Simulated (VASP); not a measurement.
# Ti (P6/mmm) in VASP: notebook

Runs on Ti. Level: PBEsol. Tasks: single point.

Everything below comes from runs of VASP 6.6.1. Logs are shortened: lines on timing, memory, paths and dates and some standing lists are left out, and cuts for length are marked.

## 1. The cell of the first run

Symmetry: P6/mmm, No. 191, hexagonal system. Conventional cell: a = 4.650 Å, b = 4.650 Å, c = 2.854 Å, α = 90.00°, β = 90.00°, γ = 120.00°. Within 3.8 Å of Ti (site symmetry 6/mmm) lie 14 Ti at 2.85 to 3.04 Å. Within 3.5 Å of Ti (site symmetry -6m2) lie 11 Ti at 2.68 to 3.04 Å.

This isn't the form of Ti at room conditions, which is hcp.

## 2. Single point, PBEsol

The input, INCAR:

```
SYSTEM = Ti
ALGO = Fast
EDIFF = 1E-6
ENCUT = 520
GGA = PS
ISIF = 2
ISMEAR = 0
LASPH = .TRUE.
LCHARG = .TRUE.
LELF = .TRUE.
LREAL = .FALSE.
LVHAR = .TRUE.
LWAVE = .FALSE.
NBANDS = 25
NELM = 60
PREC = Accurate
SIGMA = 0.15
```

The input, KPOINTS:

```
k-points
0
G
  12 12 14
  0 0 0
```

The input, POSCAR:

```
Ti
1.0
    4.6504000000      0.0000000000      0.0000000000
   -2.3252000000      4.0273645378      0.0000000000
    0.0000000000      0.0000000000      2.8543000000
Ti
3
Direct
    0.0000000000      0.0000000000      0.0000000000
    0.3333333333      0.6666666667      0.5000000000
    0.6666666667      0.3333333333      0.5000000000
```

Potentials or basis: VASP PAW PBE potentials, release 64 (Ti_sv).

Run with:

```bash
$ cat potpaw_PBE.64/Ti_sv/POTCAR > POTCAR
$ mpirun -np 1 vasp_std > vasp.out
```

OUTCAR:

```text
SYSTEM = Ti
   EDIFF = 1E-6
   ENCUT = 520
   GGA = PS
   ISIF = 2
   ISMEAR = 0
   LASPH = .TRUE.
   LREAL = .FALSE.
   NELM = 60
   PREC = Accurate

 ion  position               nearest neighbor table
   1  0.000  0.000  0.000-
   2  0.333  0.667  0.500-   3 2.68   3 2.68   3 2.68
   3  0.667  0.333  0.500-   2 2.68   2 2.68   2 2.68

  LATTYP: Found a hexagonal cell.
 ALAT       =     4.6504000000
 C/A-ratio  =     0.6137751591

  Lattice vectors:

 A1 = (   4.6504000000,   0.0000000000,   0.0000000000)
 A2 = (  -2.3252000000,   4.0273645378,   0.0000000000)
 A3 = (   0.0000000000,   0.0000000000,   2.8543000000)

Analysis of symmetry for initial positions (statically):
=====================================================================
 Subroutine PRICEL returns:
 Original cell was already a primitive cell.

 Routine SETGRP: Setting up the symmetry group for a
 hexagonal supercell.

 Subroutine GETGRP returns: Found 24 space group operations
 (whereof 24 operations were pure point group operations)
 out of a pool of 24 trial point group operations.

The static configuration has the point symmetry D_6h.

Analysis of symmetry for dynamics (positions and initial velocities):
=====================================================================
 Subroutine PRICEL returns:
 Original cell was already a primitive cell.

 Routine SETGRP: Setting up the symmetry group for a
 hexagonal supercell.

 Subroutine GETGRP returns: Found 24 space group operations
 (whereof 24 operations were pure point group operations)
 out of a pool of 24 trial point group operations.

The dynamic configuration has the point symmetry D_6h.

 Subroutine INISYM returns: Found 24 space group operations
 (whereof 24 operations are pure point group operations),
 and found     1 'primitive' translations

----------------------------------------------------------------------------------------

                                     Primitive cell

  volume of cell :      53.4578

  direct lattice vectors                    reciprocal lattice vectors
     4.650400000  0.000000000  0.000000000     0.215035266  0.124150669  0.000000000
    -2.325200000  4.027364538  0.000000000     0.000000000  0.248301337  0.000000000
     0.000000000  0.000000000  2.854300000     0.000000000  0.000000000  0.350348597

  length of vectors
     4.650400000  4.650400000  2.854300000     0.248301337  0.248301337  0.350348597

  position of ions in fractional coordinates (direct lattice)
     0.000000000  0.000000000  0.000000000
     0.333333333  0.666666667  0.500000000
     0.666666667  0.333333333  0.500000000

  ion indices of the primitive-cell ions
   primitive index   ion index
                 1           1
                 2           2
                 3           3

----------------------------------------------------------------------------------------

 KPOINTS: k-points

Automatic generation of k-mesh.
 Grid dimensions read from file:
 generate k-points for:   12   12   14

 Generating k-lattice:

  Cartesian coordinates                     Fractional coordinates (reciprocal lattice)
     0.017919605  0.010345889  0.000000000     0.083333333  0.000000000  0.000000000
     0.000000000  0.020691778  0.000000000     0.000000000  0.083333333  0.000000000
     0.000000000  0.000000000  0.025024900     0.000000000  0.000000000  0.071428571

  Length of vectors
     0.020691778  0.020691778  0.025024900

  Shift w.r.t. Gamma in fractional coordinates (k-lattice)
     0.000000000  0.000000000  0.000000000

 Subroutine IBZKPT returns following result:
 ===========================================

 Found    152 irreducible k-points:

 Following reciprocal coordinates:
            Coordinates               Weight
  0.000000  0.000000  0.000000      1.000000
  0.083333  0.000000  0.000000      6.000000
  0.166667  0.000000  0.000000      6.000000
  0.250000  0.000000  0.000000      6.000000
  0.333333  0.000000  0.000000      6.000000
  0.416667  0.000000  0.000000      6.000000
[... 16 lines left out ...]
  0.250000  0.000000  0.071429     12.000000
  0.333333  0.000000  0.071429     12.000000
 [... further k-points ...]
   k-points           NKPTS =    152   k-points in BZ     NKDIM =    152   number of bands    NBANDS=     25
   number of dos      NEDOS =    301   number of ions     NIONS =      3
   total plane-waves  NPLWV =  31104
   dimension x,y,z NGX =    36 NGY =   36 NGZ =   24
   dimension x,y,z NGXF=    72 NGYF=   72 NGZF=   48
   ions per type =               3
   NGX,Y,Z   is equivalent  to a cutoff of  12.87, 12.87, 13.98 a.u.
   NGXF,Y,Z  is equivalent  to a cutoff of  25.74, 25.74, 27.96 a.u.
 SYSTEM =  Ti
   PREC   = accura    normal or accurate (medium, high low for compatibility)
   ISTART =      0    job   : 0-new  1-cont  2-samecut
   ICHARG =      2    charge: 1-file 2-atom 10-const
   ISPIN  =      1    spin polarized calculation?
   LNONCOLLINEAR =      F non collinear calculations
   LSORBIT =      F    spin-orbit coupling
   LASPH  =      T    aspherical Exc in radial PAW
   ENCUT  =  520.0 eV  38.22 Ry    6.18 a.u.   8.65  8.65  5.31*2*pi/ulx,y,z
   NELM   =     60;   NELMIN=  2; NELMDL= -5     # of ELM steps
   EDIFF  = 0.1E-05   stopping-criterion for ELM
   LREAL  =      F    real-space projection
   EDIFFG = 0.1E-04   stopping-criterion for IOM
   NSW    =      0    number of steps for IOM
   IBRION =     -1    ionic relax: 0-MD 1-quasi-New 2-CG
   NFREE  =      0    steps in history (QN), initial steepest desc. (CG)
   ISIF   =      2    stress and relaxation
   ISYM   =      2    0-nonsym 1-usesym 2-fastsym
   POTIM  = 0.5000    time-step for ionic-motion
   TEBEG  =    0.0;   TEEND  =   0.0 temperature during run
   PSTRESS=    0.0 pullay stress
   NELECT =      36.0000    total number of electrons
   NUPDOWN=      -1.0000    fix difference up-down
   EMIN   =  10.00;   EMAX   =-10.00  energy-range for DOS
   EFERMI =   0.00;   METHOD = LEGACY
   ISMEAR =     0;   SIGMA  =   0.15  broadening in eV -4-tet -1-fermi 0-gaus
   EFERMI_NEDOS =   21; number of points for ismear=-14 and -15
   IALGO  =     68    algorithm
   IMIX   =      4    mixing-type and parameters
     AMIX     =   0.40;   BMIX     =  1.00
     AMIX_MAG =   1.60;   BMIX_MAG =  1.00
  volume/ion in A,a.u.               =      17.82       120.25
  Fermi-wavevector in a.u.,A,eV,Ry     =   1.434956  2.711674 28.015755  2.059100
  Thomas-Fermi vector in A             =   2.554308
   LORBIT       =      0    0 simple, 1 ext, 2 COOP (PROOUT), +10 PAW based schemes
   GGA     = PS    functional components
   LHFCALC =     F    Hartree Fock is set to
   AEXX    =    0.0000 exact exchange contribution
   IVDW    =     0    specifies the selected vdW correction
   LEPSILON=     F    determine dielectric tensor
   LRPA    =     F    only Hartree local field effects (RPA)
 non-spin polarized calculation
 RMM-DIIS sequential band-by-band and
 Gauss-broadening in eV      SIGMA  =   0.15
  energy-cutoff  :      520.00
  volume of cell :       53.46
 maximum number of plane-waves:      1458
 NGX is ok and might be reduce to    36
   NGX = 17   NGY = 17   NGZ = 11

 number of electron      35.9999995 magnetization

 Free energy of the ion-electron system (eV)
  ---------------------------------------------------
  ext. energy  EPLUGINS =         0.00000000
  ---------------------------------------------------
  free energy    TOTEN  =       -24.95953306 eV

  energy without entropy =      -24.92712125  energy(sigma->0) =      -24.94332716

 E-fermi :   7.8093     XC(G=0): -11.5129

 val. band max:        7.8037315597   @ k =   0.2500   0.0833   0.0714
 cond. band min:       7.8109477093   @ k =   0.3333   0.3333   0.2857
 fundamental gap:      0.0072161496
 Fermi energy:         7.8093483984

 k-point     1 :       0.0000    0.0000    0.0000
  band No.  band energies     occupation
      1     -48.8981      2.00000
      2     -48.6392      2.00000
      3     -48.4975      2.00000
      4     -25.3003      2.00000
      5     -25.3003      2.00000
      6     -25.1670      2.00000
[... 17 lines left out ...]
     24       9.6968      0.00000
     25       9.7016      0.00000

 k-point     2 :       0.0833    0.0000    0.0000
  band No.  band energies     occupation
      1     -48.8974      2.00000
      2     -48.6376      2.00000
      3     -48.4998      2.00000
      4     -25.3151      2.00000
      5     -25.3116      2.00000
      6     -25.1520      2.00000
[... 17 lines left out ...]
     24       9.4606      0.00000
     25       9.8965      0.00000

 k-point     3 :       0.1667    0.0000    0.0000
  band No.  band energies     occupation
      1     -48.8957      2.00000
      2     -48.6328      2.00000
      3     -48.5066      2.00000
      4     -25.3461      2.00000
      5     -25.3267      2.00000
      6     -25.1207      2.00000
[... 17 lines left out ...]
     24       9.3463      0.00000
     25      10.1363      0.00000

 k-point     4 :       0.2500    0.0000    0.0000
  band No.  band energies     occupation
      1     -48.8933      2.00000
      2     -48.6250      2.00000
      3     -48.5171      2.00000
      4     -25.3779      2.00000
      5     -25.3282      2.00000
      6     -25.0884      2.00000
[... 17 lines left out ...]
     24       9.5136      0.00000
     25      10.6178      0.00000

 k-point     5 :       0.3333    0.0000    0.0000
  band No.  band energies     occupation
      1     -48.8910      2.00000
      2     -48.6149      2.00000
      3     -48.5298      2.00000
      4     -25.4038      2.00000
      5     -25.3132      2.00000
      6     -25.0619      2.00000
[... 17 lines left out ...]
     24       9.8085      0.00000
     25      10.4027      0.00000

 k-point     6 :       0.4167    0.0000    0.0000
  band No.  band energies     occupation
      1     -48.8893      2.00000
      2     -48.6045      2.00000
      3     -48.5420      2.00000
      4     -25.4205      2.00000
      5     -25.2898      2.00000
      6     -25.0449      2.00000
[... 17 lines left out ...]
     24      10.0664      0.00000
     25      10.1311      0.00000
[... 393 lines left out ...]
 k-point    21 :       0.0833    0.0000    0.0714
  band No.  band energies     occupation
      1     -48.8946      2.00000
      2     -48.6355      2.00000
      3     -48.4975      2.00000
      4     -25.3105      2.00000
      5     -25.3072      2.00000
      6     -25.1498      2.00000
[... 17 lines left out ...]
     24       9.4568      0.00000
     25       9.9415      0.00000

 k-point    22 :       0.1667    0.0000    0.0714
  band No.  band energies     occupation
      1     -48.8929      2.00000
      2     -48.6306      2.00000
      3     -48.5042      2.00000
      4     -25.3406      2.00000
      5     -25.3223      2.00000
      6     -25.1197      2.00000
[... 17 lines left out ...]
     24       9.3518      0.00000
     25      10.2088      0.00000

 k-point    23 :       0.2500    0.0000    0.0714
  band No.  band energies     occupation
      1     -48.8906      2.00000
      2     -48.6227      2.00000
      3     -48.5146      2.00000
      4     -25.3717      2.00000
      5     -25.3242      2.00000
      6     -25.0885      2.00000
[... 17 lines left out ...]
     24       9.4989      0.00000
     25      10.4694      0.00000

 k-point    24 :       0.3333    0.0000    0.0714
  band No.  band energies     occupation
      1     -48.8884      2.00000
      2     -48.6125      2.00000
      3     -48.5274      2.00000
      4     -25.3971      2.00000
      5     -25.3103      2.00000
      6     -25.0632      2.00000
[... 17 lines left out ...]
     24       9.7901      0.00000
     25      10.4076      0.00000

 [... further k-points ...]

------------------------ aborting loop because EDIFF is reached ----------------------------------------

  FORCE on cell =-STRESS in cart. coord.  units (eV):
  Direction    XX          YY          ZZ          XY          YZ          ZX
  --------------------------------------------------------------------------------------
  -------------------------------------------------------------------------------------
  Total       -2.9469765     -2.9469765     -2.5033812      0.0000000      0.0000000     -0.0000000
  in kB      -88.3235246    -88.3235246    -75.0285758      0.0000000      0.0000000     -0.0000000
  external PRESSURE =     -83.8918750 kB  Pullay stress =       0.0000000 kB

 VOLUME and BASIS-vectors are now :
 -----------------------------------------------------------------------------
  energy-cutoff  :      520.00
  volume of cell :       53.46
      direct lattice vectors                 reciprocal lattice vectors
     4.650400000  0.000000000  0.000000000     0.215035266  0.124150669  0.000000000
    -2.325200000  4.027364538  0.000000000     0.000000000  0.248301337  0.000000000
     0.000000000  0.000000000  2.854300000     0.000000000  0.000000000  0.350348597

 POSITION                                       TOTAL-FORCE (eV/Angst)
 -----------------------------------------------------------------------------------
      0.00000      0.00000      0.00000        -0.000000      0.000000      0.000000
     -0.00000      2.68491      1.42715        -0.000000      0.000000     -0.000000
      2.32520      1.34245      1.42715         0.000000      0.000000      0.000000
 -----------------------------------------------------------------------------------
    total drift:                                0.000000      0.000000     -0.000000

  FREE ENERGIE OF THE ION-ELECTRON SYSTEM (eV)
  ---------------------------------------------------
  free  energy   TOTEN  =       -24.9595330610 eV

  energy  without entropy=      -24.9271212517  energy(sigma->0) =      -24.94332716
```

Run time: 12 min. Hardware: 1 thread of Intel Xeon Platinum 8259CL at 2.50GHz (Skylake/Cascade Lake), shared host; peak memory 0.28 GiB.

Results:

| Item | Value |
| --- | --- |
| Free energy | -24.9595 eV |
| Pressure | -8.4 GPa |
| Band gap on the k mesh | zero (bands 18 and 19 overlap by 0.24 eV) |

Caveat: the cell stands under tension; the PAW data sets were made with another functional, which shifts forces and pressure a little.

(Continued in part 2 of 2.)
